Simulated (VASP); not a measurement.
# GaN: single point with LDA

Crystal: GaN.

```
CELL_PARAMETERS angstrom
-3.15158 0.00000 0.00000
0.00000 0.00000 -5.13825
0.00000 -5.45869 0.00000
ATOMIC_POSITIONS crystal
Ga 0.50000 0.00483 0.17710
Ga 0.00000 0.99657 0.65623
Ga 0.00000 0.49657 0.34377
Ga 0.50000 0.50483 0.82290
N 0.50000 0.62238 0.16818
N 0.00000 0.62622 0.66516
N 0.00000 0.12622 0.33484
N 0.50000 0.12238 0.83182
```

This cell differs from its parent crystal: atoms displaced along a vibrational mode.

- Program: VASP 6.6.1
- Task: single point
- Functional: LDA
- Potentials or basis: VASP PAW LDA potentials, release 64 (Ga_d, N)
- Cutoff: 520 eV
- k mesh: 8 × 6 × 6
- Occupations: gaussian, width 0.05 eV
- Spin: no spin polarisation
- Dipole correction: no
- Further INCAR settings: ALGO = Normal; EDIFF = 1e-07; NBANDS = 46

* Pressure: 1.8 GPa
* Largest force: 1.638 eV/Å
* Band gap on the k mesh: 2.08 eV

Forces on the atoms (eV/Å):
```
Ga   0.000  1.447  0.579
Ga   0.000 -1.552 -0.524
Ga   0.000  1.552 -0.524
Ga   0.000 -1.447  0.579
N    0.000 -0.026 -0.073
N    0.000 -0.134  0.018
N    0.000  0.134  0.018
N    0.000  0.026 -0.073
```

Stress tensor (GPa, compression positive):
```
1.80 0.00 0.00
0.00 1.84 0.00
0.00 0.00 1.65
```

Levels at points of the mesh, in eV from the valence-band top:
```
           k point  band 32  band 33  band 34  band 35  band 36  band 37  band 38  band 39  band 40  band 41
(0.00, 0.00, 0.00)    -1.12    -0.76    -0.09    -0.04     0.00     2.08     4.31     4.96     5.61     5.95
(0.50, 0.00, 0.00)    -3.95    -2.31    -2.27    -2.18    -1.82     5.23     5.89     6.60     6.88     7.60
(0.00, 0.50, 0.00)    -2.02    -0.58    -0.58    -0.52    -0.52     4.20     4.20     4.49     4.49     7.75
(0.50, 0.50, 0.00)    -3.54    -2.01    -2.01    -1.55    -1.55     5.61     5.61     6.02     6.02     7.88
(0.00, 0.00, 0.50)    -2.05    -0.88    -0.71    -0.62    -0.38     4.19     4.52     5.90     6.02     7.13
(0.50, 0.00, 0.50)    -2.78    -2.51    -2.24    -1.18    -0.98     4.65     5.25     5.39     5.74     5.77
(0.00, 0.50, 0.50)    -2.03    -1.79    -1.79    -1.03    -1.03     5.01     5.01     5.46     5.46     7.53
(0.50, 0.50, 0.50)    -2.09    -2.02    -2.02    -1.73    -1.73     4.05     4.05     4.61     4.61     7.59
```

Wall time 2.9 min on 1 thread of AMD EPYC 9R45 96-Core Processor (Zen 5), on a shared host, peak memory 0.3 GiB.

Caveat: the cell differs from its parent crystal (atoms displaced along a vibrational mode); forces of over 1 eV/Å act on the atoms, so gaps and moduli don't describe the material at rest.
